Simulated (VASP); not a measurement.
A run of VASP 6.6.1:

INCAR

```
  PREC = Accurate
  ENCUT = 600
  EDIFF = 1E-7
  ISMEAR = 0
  SIGMA = 0.02
  LREAL = F
  LASPH = T
  NELM = 60
  ALGO = Normal
  ISIF = 4
  LWAVE = F
  LCHARG = F
  GGA = PE
  IBRION = 2
  NSW = 50
  EDIFFG = -0.01
```

Contents of KPOINTS:

```
Automatic mesh
0
Gamma
  6 6 6
```

File POSCAR:

```
BaTiO3
1.0
    2.8341487849      1.6362965639      2.3324977248
   -2.8341487849      1.6362965639      2.3324977248
    0.0000000000     -3.2725931278      2.3324977248
Ba Ti O
1 1 3
Direct
    0.0049545184      0.0049545184      0.0049545184
    0.5191875185      0.5191875185      0.5191875185
    0.4883938476      0.4883938476      0.9777702680
    0.4883938476      0.9777702680      0.4883938476
    0.9777702680      0.4883938476      0.4883938476
```

Potentials or basis: VASP PAW PBE potentials, release 64 (Ba_sv, Ti_sv, O).

Launch:

```sh
$ cat potpaw_PBE.64/Ba_sv/POTCAR potpaw_PBE.64/Ti_sv/POTCAR potpaw_PBE.64/O/POTCAR > POTCAR
$ mpirun -np 1 vasp_std > vasp.out
```

Hardware: 1 thread of AMD EPYC 9R45 96-Core Processor (Zen 5), on a shared host.

Task: Estimate the wall time of this run.

Result: Run time: 110 s on 1 thread of AMD EPYC 9R45 96-Core Processor (Zen 5) (shared host), peak memory 0.19 GiB. Counts: scf iterations 52, k points 32, ion steps 6.
